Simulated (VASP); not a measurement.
Zn3Se2:

```xyz
5
Lattice="4.0928 0.0000 0.0000 -2.0464 3.5445 0.0000 0.0000 0.0000 6.3677" Properties=species:S:1:pos:R:3 pbc="T T T"
Zn    0.0000    0.0000    0.0000
Zn    0.0000    2.3630    4.1072
Zn    2.0464    1.1815    2.2605
Se    0.0000    2.3630    1.5601
Se    2.0464    1.1815    4.8076
```

```yaml
Program: VASP 6.6.1
Task: relaxation of cell and atoms
Functional: PBE
Potentials_or_basis: VASP PAW PBE potentials, release 64 (Zn, Se)
Cutoff: 600 eV
k_mesh: 6 × 6 × 4
Occupations: gaussian, width 0.1 eV
Spin: no spin polarisation
```

At the start: pressure 11.4 GPa; volume 18.47 Å³/atom.

Q: How do energy, volume and symmetry change on relaxing?

A: Over 37 steps the energy falls by 214.9 meV/atom and the volume is 27.38 Å³/atom (+48.2 %); space group P-3m1 (No. 164, to 0.1 Å) before and after.

Step by step:
```
step  energy change (eV)  largest force (eV/Å)  pressure (GPa)  volume (Å³)
   1              0.0000                0.4665           11.44        92.37
   2             -0.4679                0.4934           -1.33       111.15
   3             -0.4843                0.3734            0.20       107.67
   4             -0.4842                0.3852            0.04       107.99
   5             -0.5046                0.3672            0.00       108.56
   6             -0.5663                0.3167            0.03       110.26
   7             -0.6813                0.1821            0.21       113.54
   8             -0.8265                0.2724            1.34       119.61
   9             -0.4331                1.2667            6.63       129.90
  10             -0.8108                0.4717            2.72       121.93
  11             -0.8242                0.4529            2.46       123.06
  12             -0.8557                0.4080            1.78       126.43
  13             -0.8861                0.3427            0.83       133.25
  14             -0.8894                0.3314            0.42       136.64
  15             -0.8966                0.3305            0.35       136.53
  16             -0.9155                0.3247            0.06       136.17
  17             -0.9409                0.3047           -0.56       135.46
  18             -0.9383                0.2082           -1.70       133.98
  19             -0.9486                0.2704           -1.10       134.77
  20             -0.9613                0.2565           -0.93       133.42
  21             -0.9878                0.2139           -0.30       129.41
  22             -0.9792                0.1415            0.84       121.64
  23             -0.9950                0.1766            0.14       126.45
  24             -0.9996                0.1736            0.05       126.75
  25             -1.0121                0.1618           -0.03       127.67
  26             -1.0312                0.1800           -0.14       129.46
  27             -1.0448                0.3198           -0.41       132.91
  28             -1.0503                0.2809           -0.25       132.90
  29             -1.0596                0.1657            0.19       132.87
  30             -1.0507                0.1145            1.35       132.78
  31             -1.0613                0.0982            0.51       132.85
  32             -1.0676                0.0848            0.30       134.00
  33             -1.0715                0.0638            0.10       135.46
  34             -1.0718                0.0760            0.00       136.03
  35             -1.0718                0.0734            0.04       135.95
  36             -1.0726                0.0623            0.01       136.18
  37             -1.0743                0.0296            0.03       136.88
```

Final structure:
```yaml
crystal:
  lattice:
    - [4.06639, 0.00000, 0.00000]
    - [-2.03320, 3.52160, 0.00000]
    - [0.00000, 0.00000, 9.55859]
  atoms:
    - { symbol: Zn, position: [0.00000, 0.00000, 0.00000] }
    - { symbol: Zn, position: [0.33333, 0.66667, 0.59757] }
    - { symbol: Zn, position: [0.66667, 0.33333, 0.40243] }
    - { symbol: Se, position: [0.33333, 0.66667, 0.31969] }
    - { symbol: Se, position: [0.66667, 0.33333, 0.68031] }
```

Caveat: the volume moved by over 15 % at a fixed basis, so the end points are rough.
